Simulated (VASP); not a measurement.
Ru:

```
Ru
1.0
     2.74141    0.00000    0.00000
    -1.37070    2.37413    0.00000
     0.00000    0.00000    4.33825
Ru
2
Cartesian
  1.3707 0.7914 3.2537
  0.0000 1.5828 1.0846
```

Base run:

```yaml
Program: VASP 6.6.1
Functional: BLYP
Potentials_or_basis: VASP PAW PBE potentials, release 64 (Ru_pv)
Cutoff: 520 eV
k_mesh: 11 × 11 × 6
Occupations: fermi-dirac, width 0.05 eV
Spin: no spin polarisation
```

Its results: band gap on the k mesh zero (band 14 reaches 14.05 eV, above the bottom of band 15 at 11.17 eV); pressure 6.7 GPa.

Question: The run is repeated on the same cell with these changes: functional from BLYP to RPBE. What comes out?

Answer: Band gap on the k mesh zero (band 14 reaches 13.61 eV, above the bottom of band 15 at 10.74 eV); pressure -3.1 GPa.

Caveats: the PAW data sets were made with another functional, which shifts forces and pressure a little.
